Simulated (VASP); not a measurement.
Wanted: the native input for a VASP 6.6.1 run.

```yaml
Task: single point
Functional: r2SCAN
Potentials_or_basis: VASP PAW PBE potentials, release 64 (Ti_sv, N_h)
Cutoff: 910 eV
k_mesh: 14 × 14 × 14
Occupations: fermi-dirac, width 0.1 eV
Spin: no spin polarisation
Dipole_correction: no
Further_INCAR_settings: ALGO = Normal; EDIFF = 1e-06; NBANDS = 16
```

The system is TiN.

```
CELL_PARAMETERS angstrom
0.00000 2.13092 2.13092
2.13092 0.00000 2.13092
2.13092 2.13092 0.00000
ATOMIC_POSITIONS crystal
Ti 0.00000 0.00000 0.00000
N 0.50000 0.50000 0.50000
```

The input as run:

POSCAR

```
TiN
1.0
    0.0000000000      2.1309232300      2.1309232300
    2.1309232300      0.0000000000      2.1309232300
    2.1309232300      2.1309232300      0.0000000000
Ti N
1 1
Direct
    0.0000000000      0.0000000000      0.0000000000
    0.5000000000      0.5000000000      0.5000000000
```

INCAR.step1

```
SYSTEM = TiN
ALGO = Normal
EDIFF = 1E-5
ENCUT = 910
GGA = PE
GGA_COMPAT = .False.
ISMEAR = -1
LASPH = .True.
LCHARG = .False.
LREAL = .False.
LWAVE = .True.
NBANDS = 16
NELM = 120
PREC = Accurate
SIGMA = 0.1
```

INCAR.step2

```
SYSTEM = TiN
ALGO = Normal
EDIFF = 1E-6
ENCUT = 910
GGA_COMPAT = .False.
ISIF = 2
ISMEAR = -1
ISTART = 1
LASPH = .True.
LCHARG = .True.
LELF = .True.
LMIXTAU = .True.
LREAL = .False.
LVHAR = .True.
LWAVE = .False.
METAGGA = R2SCAN
NBANDS = 16
NELM = 120
PREC = Accurate
SIGMA = 0.1
```

KPOINTS

```
k-points
0
Gamma
  14 14 14
  0 0 0
```

Potentials or basis: VASP PAW PBE potentials, release 64 (Ti_sv, N_h).

The run is started by

```bash
$ cat potpaw_PBE.64/Ti_sv/POTCAR potpaw_PBE.64/N_h/POTCAR > POTCAR
$ cp INCAR.step1 INCAR
$ mpirun -np 1 vasp_std > vasp.out
$ cp INCAR.step2 INCAR
$ mpirun -np 1 vasp_std > vasp.out
```

It gave:

```json
{
  "Pressure": "-4.4 GPa",
  "Band gap on the k mesh": "zero (an odd number of electrons rules out a gap without spin polarisation)"
}
```

Caveat: the cutoff is under 1.25 times the usual one of these potentials, so pressure, stress and relaxed cells hold a basis-set (Pulay) error; the cell stands under tension; the PAW data sets were made with another functional, which shifts forces and pressure a little.

Run time: 3 min on 1 thread of Intel(R) Xeon(R) 6975P-C (Granite Rapids), with other jobs on the host, peak memory 0.22 GiB.
